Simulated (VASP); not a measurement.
# W (Im-3m) in VASP: a series of runs

W is run at these levels: LDA; tasks: single point.

All numbers are computed with VASP 6.6.1; they aren't measurements. Logs are shortened: lines on timing, memory, paths and dates and some standing lists are left out, and cuts for length are marked.

## 1. The cell of the first run

The structure is cubic, space group Im-3m (No. 229). Conventional cell: a = 3.135 Å, b = 3.135 Å, c = 3.135 Å, α = 90.00°, β = 90.00°, γ = 90.00°. Within 3.6 Å of W (site symmetry m-3m) lie 14 W at 2.72 to 3.14 Å.

## 2. Single point, LDA

File INCAR:

```
  ALGO = Normal
  EDIFF = 1E-7
  ENCUT = 520
  ISIF = 2
  ISMEAR = -1
  LASPH = True
  LCHARG = False
  LREAL = False
  LWAVE = False
  NBANDS = 13
  NELM = 60
  PREC = Accurate
  SIGMA = 0.1
```

File KPOINTS:

```
k-points
0
Gamma
  9 9 9
```

File POSCAR:

```
W
1.0
   -1.5676867250      1.5676867250      1.5676867250
    1.5676867250     -1.5676867250      1.5676867250
    1.5676867250      1.5676867250     -1.5676867250
W
1
Direct
    0.0000000000      0.0000000000      0.0000000000
```

Potentials or basis: VASP PAW LDA potentials, release 64 (W_sv).

Run with:

```sh
cat potpaw_LDA.64/W_sv/POTCAR > POTCAR
mpirun -np 1 vasp_std > vasp.out
```

OUTCAR:

```text
EDIFF = 1E-7
   ENCUT = 520
   ISIF = 2
   ISMEAR = -1
   LASPH = True
   LREAL = False
   NELM = 60
   PREC = Accurate

 ion  position               nearest neighbor table
   1  0.000  0.000  0.000-

  LATTYP: Found a body centered cubic cell.
 ALAT       =     3.1353734500

  Lattice vectors:

 A1 = (  -1.5676867250,   1.5676867250,   1.5676867250)
 A2 = (   1.5676867250,  -1.5676867250,   1.5676867250)
 A3 = (   1.5676867250,   1.5676867250,  -1.5676867250)

Analysis of symmetry for initial positions (statically):
=====================================================================
 Subroutine PRICEL returns:
 Original cell was already a primitive cell.

 Routine SETGRP: Setting up the symmetry group for a
 body centered cubic supercell.

 Subroutine GETGRP returns: Found 48 space group operations
 (whereof 48 operations were pure point group operations)
 out of a pool of 48 trial point group operations.

The static configuration has the point symmetry O_h .

Analysis of symmetry for dynamics (positions and initial velocities):
=====================================================================
 Subroutine PRICEL returns:
 Original cell was already a primitive cell.

 Routine SETGRP: Setting up the symmetry group for a
 body centered cubic supercell.

 Subroutine GETGRP returns: Found 48 space group operations
 (whereof 48 operations were pure point group operations)
 out of a pool of 48 trial point group operations.

The dynamic configuration has the point symmetry O_h .

 Subroutine INISYM returns: Found 48 space group operations
 (whereof 48 operations are pure point group operations),
 and found     1 'primitive' translations

----------------------------------------------------------------------------------------

                                     Primitive cell

  volume of cell :      15.4112

  direct lattice vectors                    reciprocal lattice vectors
    -1.567686725  1.567686725  1.567686725     0.000000000  0.318941273  0.318941273
     1.567686725 -1.567686725  1.567686725     0.318941273  0.000000000  0.318941273
     1.567686725  1.567686725 -1.567686725     0.318941273  0.318941273  0.000000000

  length of vectors
     2.715313058  2.715313058  2.715313058     0.451051074  0.451051074  0.451051074

  position of ions in fractional coordinates (direct lattice)
     0.000000000  0.000000000  0.000000000

  ion indices of the primitive-cell ions
   primitive index   ion index
                 1           1

----------------------------------------------------------------------------------------

 KPOINTS: k-points

Automatic generation of k-mesh.
 Grid dimensions read from file:
 generate k-points for:    9    9    9

 Generating k-lattice:

  Cartesian coordinates                     Fractional coordinates (reciprocal lattice)
     0.000000000  0.035437919  0.035437919     0.111111111  0.000000000  0.000000000
     0.035437919  0.000000000  0.035437919     0.000000000  0.111111111  0.000000000
     0.035437919  0.035437919  0.000000000     0.000000000  0.000000000  0.111111111

  Length of vectors
     0.050116786  0.050116786  0.050116786

  Shift w.r.t. Gamma in fractional coordinates (k-lattice)
     0.000000000  0.000000000  0.000000000

 Subroutine IBZKPT returns following result:
 ===========================================

 Found     35 irreducible k-points:

 Following reciprocal coordinates:
            Coordinates               Weight
  0.000000  0.000000  0.000000      1.000000
  0.111111  0.000000  0.000000     12.000000
  0.222222  0.000000  0.000000     12.000000
  0.333333  0.000000  0.000000     12.000000
  0.444444  0.000000  0.000000     12.000000
  0.111111  0.111111  0.000000     24.000000
[... 16 lines left out ...]
 -0.333333  0.444444  0.111111     48.000000
 -0.444444 -0.444444  0.111111     24.000000
 [... further k-points ...]
   k-points           NKPTS =     35   k-points in BZ     NKDIM =     35   number of bands    NBANDS=     13
   number of dos      NEDOS =    301   number of ions     NIONS =      1
   total plane-waves  NPLWV =   8000
   dimension x,y,z NGX =    20 NGY =   20 NGZ =   20
   dimension x,y,z NGXF=    40 NGYF=   40 NGZF=   40
   ions per type =               1
   NGX,Y,Z   is equivalent  to a cutoff of  12.25, 12.25, 12.25 a.u.
   NGXF,Y,Z  is equivalent  to a cutoff of  24.49, 24.49, 24.49 a.u.
 SYSTEM =  unknown system
   PREC   = accura    normal or accurate (medium, high low for compatibility)
   ISTART =      0    job   : 0-new  1-cont  2-samecut
   ICHARG =      2    charge: 1-file 2-atom 10-const
   ISPIN  =      1    spin polarized calculation?
   LNONCOLLINEAR =      F non collinear calculations
   LSORBIT =      F    spin-orbit coupling
   LASPH  =      T    aspherical Exc in radial PAW
   ENCUT  =  520.0 eV  38.22 Ry    6.18 a.u.   5.05  5.05  5.05*2*pi/ulx,y,z
   NELM   =     60;   NELMIN=  2; NELMDL= -5     # of ELM steps
   EDIFF  = 0.1E-06   stopping-criterion for ELM
   LREAL  =      F    real-space projection
   EDIFFG = 0.1E-05   stopping-criterion for IOM
   NSW    =      0    number of steps for IOM
   IBRION =     -1    ionic relax: 0-MD 1-quasi-New 2-CG
   NFREE  =      0    steps in history (QN), initial steepest desc. (CG)
   ISIF   =      2    stress and relaxation
   ISYM   =      2    0-nonsym 1-usesym 2-fastsym
   POTIM  = 0.5000    time-step for ionic-motion
   TEBEG  =    0.0;   TEEND  =   0.0 temperature during run
   PSTRESS=    0.0 pullay stress
   NELECT =      14.0000    total number of electrons
   NUPDOWN=      -1.0000    fix difference up-down
   EMIN   =  10.00;   EMAX   =-10.00  energy-range for DOS
   EFERMI =   0.00;   METHOD = LEGACY
   ISMEAR =    -1;   SIGMA  =   0.10  broadening in eV -4-tet -1-fermi 0-gaus
   EFERMI_NEDOS =   21; number of points for ismear=-14 and -15
   IALGO  =     38    algorithm
   IMIX   =      4    mixing-type and parameters
     AMIX     =   0.40;   BMIX     =  1.00
     AMIX_MAG =   1.60;   BMIX_MAG =  1.00
  volume/ion in A,a.u.               =      15.41       104.00
  Fermi-wavevector in a.u.,A,eV,Ry     =   1.585519  2.996197 34.203303  2.513872
  Thomas-Fermi vector in A             =   2.684971
   LORBIT       =      0    0 simple, 1 ext, 2 COOP (PROOUT), +10 PAW based schemes
   GGA     = CA    functional components
   LHFCALC =     F    Hartree Fock is set to
   AEXX    =    0.0000 exact exchange contribution
   IVDW    =     0    specifies the selected vdW correction
   LEPSILON=     F    determine dielectric tensor
   LRPA    =     F    only Hartree local field effects (RPA)
 non-spin polarized calculation
  energy-cutoff  :      520.00
  volume of cell :       15.41
 maximum number of plane-waves:       426
   NGX =  9   NGY =  9   NGZ =  9

 number of electron      14.0000004 magnetization

 Free energy of the ion-electron system (eV)
  ---------------------------------------------------
  ext. energy  EPLUGINS =         0.00000000
  ---------------------------------------------------
  free energy    TOTEN  =       -14.13052627 eV

  energy without entropy =      -14.10886262  energy(sigma->0) =      -14.11969444

 E-fermi :  11.7535     XC(G=0): -13.9880

 val. band max:       11.6378264400   @ k =   0.4444   0.1111  -0.0000
 cond. band min:      11.7918343283   @ k =  -0.2222   0.3333   0.1111
 fundamental gap:      0.1540078883
 Fermi energy:        11.7534611339

 k-point     1 :       0.0000    0.0000    0.0000
  band No.  band energies     occupation
      1     -61.9782      2.00000
      2     -25.7409      2.00000
      3     -25.7409      2.00000
      4     -25.7409      2.00000
      5       2.0361      2.00000
      6      10.4248      2.00000
      7      10.4248      2.00000
      8      10.4248      2.00000
      9      13.9897      0.00000
     10      13.9897      0.00000
     11      26.3712      0.00000
     12      26.3712      0.00000
     13      26.3712      0.00000

 k-point     2 :       0.1111    0.0000    0.0000
  band No.  band energies     occupation
      1     -61.9600      2.00000
      2     -25.9228      2.00000
      3     -25.7974      2.00000
      4     -25.7420      2.00000
      5       2.6416      2.00000
      6      10.0672      2.00000
      7      10.3163      2.00000
      8      11.0214      1.99868
      9      13.5054      0.00000
     10      13.9999      0.00000
     11      26.8494      0.00000
     12      27.3986      0.00000
     13      27.7699      0.00000

 k-point     3 :       0.2222    0.0000    0.0000
  band No.  band energies     occupation
      1     -61.9138      2.00000
      2     -26.3653      2.00000
      3     -25.9378      2.00000
      4     -25.7448      2.00000
      5       4.1205      2.00000
      6       9.2738      2.00000
      7       9.8840      2.00000
      8      12.7291      0.00012
      9      13.2741      0.00000
     10      14.1228      0.00000
     11      27.0334      0.00000
     12      29.1347      0.00000
     13      30.1750      0.00000
[... 305 lines left out ...]
 k-point    23 :      -0.3333    0.4444    0.1111
  band No.  band energies     occupation
      1     -61.8097      2.00000
      2     -26.9258      2.00000
      3     -26.3541      2.00000
      4     -25.9736      2.00000
      5       6.6747      2.00000
      6       8.5723      2.00000
      7       9.7578      2.00000
      8      12.6166      0.00036
      9      15.2063      0.00000
     10      17.6816      0.00000
     11      24.1650      0.00000
     12      27.9166      0.00000
     13      29.5367      0.00000

 k-point    24 :      -0.4444   -0.4444    0.1111
  band No.  band energies     occupation
      1     -61.7934      2.00000
      2     -27.0324      2.00000
      3     -26.4280      2.00000
      4     -25.9726      2.00000
      5       6.5742      2.00000
      6       8.9696      2.00000
      7       9.5051      2.00000
      8      12.6436      0.00027
      9      16.3462      0.00000
     10      19.7759      0.00000
     11      22.1877      0.00000
     12      26.4150      0.00000
     13      28.5890      0.00000

 [... further k-points ...]

------------------------ aborting loop because EDIFF is reached ----------------------------------------

  FORCE on cell =-STRESS in cart. coord.  units (eV):
  Direction    XX          YY          ZZ          XY          YZ          ZX
  --------------------------------------------------------------------------------------
  -------------------------------------------------------------------------------------
  Total        0.1482361      0.1482361      0.1482361      0.0000000      0.0000000      0.0000000
  in kB       15.4108569     15.4108569     15.4108569      0.0000000      0.0000000      0.0000000
  external PRESSURE =      15.4108569 kB  Pullay stress =       0.0000000 kB

 VOLUME and BASIS-vectors are now :
 -----------------------------------------------------------------------------
  energy-cutoff  :      520.00
  volume of cell :       15.41
      direct lattice vectors                 reciprocal lattice vectors
    -1.567686725  1.567686725  1.567686725     0.000000000  0.318941273  0.318941273
     1.567686725 -1.567686725  1.567686725     0.318941273  0.000000000  0.318941273
     1.567686725  1.567686725 -1.567686725     0.318941273  0.318941273  0.000000000

 POSITION                                       TOTAL-FORCE (eV/Angst)
 -----------------------------------------------------------------------------------
      0.00000      0.00000      0.00000        -0.000000      0.000000      0.000000
 -----------------------------------------------------------------------------------
    total drift:                                0.000000     -0.000000      0.000000

  FREE ENERGIE OF THE ION-ELECTRON SYSTEM (eV)
  ---------------------------------------------------
  free  energy   TOTEN  =       -14.1305262678 eV

  energy  without entropy=      -14.1088626213  energy(sigma->0) =      -14.11969444
```

Wall time 2.4 s (1 thread of Intel Xeon 6975P-C (Granite Rapids), shared host); peak memory 0.12 GiB.

What came out:

```yaml
Free_energy: -14.1305 eV
Pressure: 1.5 GPa
Band_gap_on_the_k_mesh: zero (band 7 reaches 15.90 eV, above the bottom of band 8 at 10.42 eV)
```

Caveat: spin-orbit coupling is left out, which moves the levels of the heavy elements.

## 3. Single point, LDA

File INCAR:

```
PREC = Accurate
ENCUT = 520
EDIFF = 1E-6
ISMEAR = -1
SIGMA = 0.1
LREAL = False
LASPH = True
NELM = 100
ALGO = Normal
ISIF = 2
LWAVE = False
LCHARG = True
LELF = True
LVHAR = True
NBANDS = 13
```

File KPOINTS:

```
regular mesh
0
Gamma
  11 11 11
```

POSCAR is that of step 2.

Potentials or basis: VASP PAW LDA potentials, release 64 (W_sv).

Run with:

```sh
cat potpaw_LDA.64/W_sv/POTCAR > POTCAR
mpirun -np 1 vasp_std > vasp.out
```

It took 3.6 s on 1 thread of Intel Xeon 6975P-C (Granite Rapids), shared host; peak memory 0.12 GiB.

It converged, with:

- Free energy: -14.0944 eV
- Pressure: 2.2 GPa
- Band gap on the k mesh: zero (band 7 reaches 16.21 eV, above the bottom of band 8 at 10.43 eV)

Levels at points of the mesh, in eV from the Fermi level:
```csv
k point,band 4,band 5,band 6,band 7,band 8,band 9,band 10,band 11
"(0.00, 0.00, 0.00)",-37.47,-9.70,-1.31,-1.31,-1.31,2.25,2.25,14.63
```

Caveat: spin-orbit coupling is left out, which moves the levels of the heavy elements.

## 4. Single point, LDA

File INCAR:

```
SYSTEM = W
PREC = Accurate
ENCUT = 520
EDIFF = 1E-6
ISMEAR = -1
SIGMA = 0.1
LREAL = .False.
LASPH = .True.
NELM = 100
ALGO = Normal
ISIF = 2
LWAVE = .False.
LCHARG = .False.
NBANDS = 13
```

File KPOINTS:

```
Automatic mesh
0
Gamma
  14 14 14
  0 0 0
```

POSCAR is that of step 3.

Run with:

```sh
cat potpaw_LDA.64/W_sv/POTCAR > POTCAR
mpirun -np 1 vasp_std > vasp.out
```

Wall time 5.7 s (1 thread of Intel Xeon 6975P-C (Granite Rapids), shared host); peak memory 0.13 GiB.

The run converged. Its results:

```yaml
Free_energy: -14.1070 eV
Pressure: 2.0 GPa
Band_gap_on_the_k_mesh: zero (band 7 reaches 17.09 eV, above the bottom of band 8 at 10.43 eV)
```

Levels at points of the mesh, in eV from the Fermi level:
| k point | band 5 | band 6 | band 7 | band 8 | band 9 | band 10 |
| --- | --- | --- | --- | --- | --- | --- |
| (0.00, 0.00, 0.00) | -9.80 | -1.41 | -1.41 | -1.41 | 2.15 | 2.15 |
| (0.50, 0.00, 0.00) | -6.54 | -3.82 | 0.84 | 2.08 | 3.07 | 6.29 |
| (0.50, 0.50, 0.50) | -6.18 | -6.18 | 5.25 | 5.25 | 5.25 | 8.48 |

Caveat: spin-orbit coupling is left out, which moves the levels of the heavy elements.

## 5. Single point, LDA

File INCAR:

```
ALGO     = Normal         # electronic algorithm
EDIFF    = 1E-6           # SCF threshold, eV
ENCUT    = 520            # plane-wave cutoff, eV
ISIF     = 2              # what is computed and relaxed
ISMEAR   = -1             # smearing method
LASPH    = True           # aspherical terms in the spheres
LCHARG   = False          # write CHGCAR
LREAL    = False          # projectors in reciprocal space
LWAVE    = False          # write WAVECAR
NBANDS   = 13             # bands
NELM     = 80             # most SCF steps
PREC     = Accurate       # precision mode
SIGMA    = 0.1            # smearing width, eV
```

File KPOINTS:

```
k-points
0
Gamma
  14 14 14
```

POSCAR is that of step 4.

Run with:

```sh
cat potpaw_LDA.64/W_sv/POTCAR > POTCAR
mpirun -np 1 vasp_std > vasp.out
```

It took 5.7 s on 1 thread of Intel Xeon 6975P-C (Granite Rapids), shared host; peak memory 0.13 GiB.

The run converged. Its results:

```
Free energy            : -14.1070 eV
Pressure               : 2.0 GPa
Band gap on the k mesh : zero (band 7 reaches 17.09 eV, above the bottom of band 8 at 10.43 eV)
```

Levels at points of the mesh, in eV from the Fermi level:
| k point | band 3 | band 4 | band 5 | band 6 | band 7 | band 8 | band 9 | band 10 | band 11 | band 12 |
| --- | --- | --- | --- | --- | --- | --- | --- | --- | --- | --- |
| (0.00, 0.00, 0.00) | -37.58 | -37.58 | -9.80 | -1.41 | -1.41 | -1.41 | 2.15 | 2.15 | 14.54 | 14.54 |
| (0.50, 0.00, 0.00) | -38.04 | -37.58 | -6.54 | -3.82 | 0.84 | 2.08 | 3.07 | 6.29 | 11.45 | 11.54 |
| (0.50, 0.50, 0.50) | -38.58 | -38.58 | -6.18 | -6.18 | 5.25 | 5.25 | 5.25 | 8.48 | 8.48 | 8.48 |

Caveat: spin-orbit coupling is left out, which moves the levels of the heavy elements.

## 6. Single point, LDA

File INCAR:

```
SYSTEM = W
PREC = Accurate
ENCUT = 520
EDIFF = 1E-7
ISMEAR = -1
SIGMA = 0.01
LREAL = .False.
LASPH = .True.
NELM = 60
ALGO = Normal
ISIF = 2
LWAVE = .False.
LCHARG = .False.
NBANDS = 13
```

File KPOINTS:

```
regular mesh
0
Gamma
  14 14 14
  0 0 0
```

POSCAR is that of step 5.

Potentials or basis: VASP PAW LDA potentials, release 64 (W_sv).

Run with:

```sh
cat potpaw_LDA.64/W_sv/POTCAR > POTCAR
mpirun -np 1 vasp_std > vasp.out
```

Run time: 5.8 s. Hardware: 1 thread of Intel Xeon 6975P-C (Granite Rapids), shared host; peak memory 0.13 GiB.

The run converged. Its results:

* Free energy: -14.0939 eV
* Pressure: 1.8 GPa
* Band gap on the k mesh: zero (band 7 reaches 17.09 eV, above the bottom of band 8 at 10.43 eV)

Levels at points of the mesh, in eV from the Fermi level:
```tsv
k point	band 5	band 6	band 7	band 8	band 9	band 10
(0.00, 0.00, 0.00)	-9.85	-1.46	-1.46	-1.46	2.11	2.11
(0.50, 0.00, 0.00)	-6.59	-3.87	0.79	2.03	3.02	6.24
(0.50, 0.50, 0.50)	-6.23	-6.23	5.20	5.20	5.20	8.44
```

Caveat: spin-orbit coupling is left out, which moves the levels of the heavy elements.

## 7. The runs side by side

```tsv
k mesh	smearing	gap on the mesh (eV)	pressure (GPa)
9 × 9 × 9	fermi-dirac 0.1 eV	none	1.5
11 × 11 × 11	fermi-dirac 0.1 eV	none	2.2
14 × 14 × 14	fermi-dirac 0.1 eV	none	2.0
14 × 14 × 14	fermi-dirac 0.01 eV	none	1.8
```

Alike in all rows: task single point; level LDA; potentials or basis VASP PAW LDA potentials, release 64 (W_sv); no spin polarisation; cell as given; cutoff (eV) 520.

Every run on the cell as given and a fine mesh finds a metal.

Caveats: spin-orbit coupling is left out, which moves the levels of the heavy elements.

Total energies depend on the potentials used, so only differences within one code and one set of settings carry meaning.
